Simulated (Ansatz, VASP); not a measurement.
**Two plane-wave programs on CdSe**

INCAR

```
ALGO     = Normal         # electronic algorithm
EDIFF    = 1E-6           # SCF threshold, eV
ENCUT    = 520            # plane-wave cutoff, eV
GGA      = PS             # functional
GGA_COMPAT= F            
ISIF     = 2              # what is computed and relaxed
ISMEAR   = -1             # smearing method
LASPH    = T              # aspherical terms in the spheres
LCHARG   = F              # write CHGCAR
LORBIT   = 11             # projections on sites
LORBMOM  = T            
LREAL    = F              # projectors in reciprocal space
LSORBIT  = T              # spin-orbit coupling
LWAVE    = F              # write WAVECAR
MAGMOM   = 0 0 0 0 0 0    # initial moments
NBANDS   = 30             # bands
NELM     = 150            # most SCF steps
PREC     = Accurate       # precision mode
SIGMA    = 0.05           # smearing width, eV
```

Contents of KPOINTS:

```
k-points
0
Gamma
  6 6 6
```

Contents of POSCAR:

```
CdSe
1.0
    0.0000000000      2.8739580000      2.8739580000
    2.8739580000      0.0000000000      2.8739580000
    2.8739580000      2.8739580000      0.0000000000
Cd Se
1 1
Direct
    0.0000000000      0.0000000000      0.0000000000
    0.5000000000      0.5000000000      0.5000000000
```

File input.yaml:

```yaml
crystal:
  lattice:
    - [0.0, 2.873958, 2.873958]
    - [2.873958, 0.0, 2.873958]
    - [2.873958, 2.873958, 0.0]
  atoms:
    - { symbol: Cd, position: [0.0, 0.0, 0.0] }
    - { symbol: Se, position: [0.5, 0.5, 0.5] }
hamiltonian:
  xc: pbesol
  pseudopotentials: { kind: paw_fr }
magnetization:
  noncollinear: true
  spin_orbit: true
kpoints:
  mp_grid: { grid: [6, 6, 6] }
  band_path:
    path:
      - [[0.0, 0.0, 0.0], [0.5, 0.0, 0.5], [0.5, 0.25, 0.75], [0.375, 0.375, 0.75], [0.0, 0.0, 0.0], [0.5, 0.5, 0.5], [0.625, 0.25, 0.625], [0.5, 0.25, 0.75], [0.5, 0.5, 0.5], [0.375, 0.375, 0.75]]
      - [[0.625, 0.25, 0.625], [0.5, 0.0, 0.5]]
    npoints: 14
scf:
  occupations: { method: fermi_dirac, width: 0.05 }
  n_extra_bands: 6
output:
  forces: true
  stress: true
  eigenvalues: true
  fatbands: true
  write_density: true
  write_potential: true
  elf: true
  volumetric_format: npy
```

Alike in both runs: functional PBEsol; k mesh 6 × 6 × 6; occupations fermi-dirac, width 0.05 eV; non-collinear spin, spin-orbit coupling.

```csv
,VASP,Ansatz
version,VASP 6.6.1,Ansatz 0.2.0
potentials or method,"VASP PAW PBE potentials, release 64 (Cd, Se)",Ansatz PAW
plane-wave cutoff (eV),520,420
valence electrons in the cell,18,36
task,single point,band structure
```

```tsv
	VASP	Ansatz	Ansatz less VASP
pressure (GPa)	-3.4	-3.8	-0.37
net moment per atom (μB)	0.00	0.00	0.000
```

VASP's potentials were made for PBE, not for PBEsol. With one functional, cell and mesh, what is left measures potentials, basis and numerics. VASP's potentials hold 18 valence electrons a cell and Ansatz's 36, so a difference there can come from the potentials and not from the codes.
